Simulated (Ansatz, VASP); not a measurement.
Two plane-wave programs on AlN

POSCAR

```
AlN
1.0
    0.0000000000      2.0853809500      2.1362439000
    2.0853809500      0.0000000000      2.1362439000
    2.0853809500      2.0853809500      0.0000000000
Al N
1 1
Direct
    0.5000000000      0.5000000000      0.5000000000
    0.0000000000      0.0000000000      0.0000000000
```

Contents of INCAR.step1:

```
SYSTEM = AlN
  PREC = Accurate
  ENCUT = 520
  ISMEAR = 0
  SIGMA = 0.05
  LREAL = .False.
  LASPH = .True.
  NELM = 60
  NBANDS = 11
  GGA = PE
  ALGO = Normal
  EDIFF = 1E-4
  LWAVE = .True.
  LCHARG = .False.
```

The input INCAR.step2:

```
SYSTEM = AlN
  PREC = Accurate
  ENCUT = 520
  EDIFF = 1E-6
  ISMEAR = 0
  SIGMA = 0.05
  LREAL = .False.
  LASPH = .True.
  NELM = 60
  ALGO = Normal
  ISIF = 2
  LWAVE = .False.
  LCHARG = .True.
  METAGGA = R2SCAN
  LMIXTAU = .True.
  LELF = .True.
  LVHAR = .True.
  NBANDS = 11
  ISTART = 1
```

File KPOINTS:

```
Automatic mesh
0
Gamma
  10 10 10
  0 0 0
```

Input for Ansatz:

```yaml
crystal:
  lattice:
    - [0.0, 2.08538095, 2.1362439]
    - [2.08538095, 0.0, 2.1362439]
    - [2.08538095, 2.08538095, 0.0]
  atoms:
    - { symbol: Al, position: [0.5, 0.5, 0.5] }
    - { symbol: "N", position: [0.0, 0.0, 0.0] }
basis:
  ecutwfc: 500
kpoints:
  mp_grid: { grid: [10, 10, 10] }
hamiltonian:
  xc: r2scan
scf:
  occupations: { method: gaussian, width: 0.05 }
output:
  forces: true
  stress: true
  eigenvalues: true
```

Change from the starting cell: strain +0.025 along x and y, +0.050 along z, atoms carried along.

Alike in both runs: task single point; functional r2SCAN; k mesh 10 × 10 × 10; occupations gaussian, width 0.05 eV; no spin polarisation.

|  | VASP | Ansatz |
| --- | --- | --- |
| version | VASP 6.6.1 | Ansatz 0.2.0 |
| potentials or method | VASP PAW PBE potentials, release 64 (Al, N), cutoff 520 eV | scalar-relativistic, plane waves, PAW |
| valence electrons in the cell | 8 | 8 |

|  | VASP | Ansatz | Ansatz less VASP |
| --- | --- | --- | --- |
| gap on the k mesh at the Fermi level (eV) | 4.18 | 4.17 | -0.002 |
| least direct gap on the mesh (eV) | 4.73 | 4.69 | -0.038 |
| pressure (GPa) | -26.8 | -26.1 | +0.68 |
| traceless stress, the component that is largest in VASP (GPa) | -1.62 | -1.59 | +0.032 |

VASP's potentials were made for PBE, not for r2SCAN. With one functional, cell and mesh, what is left measures potentials, basis and numerics.
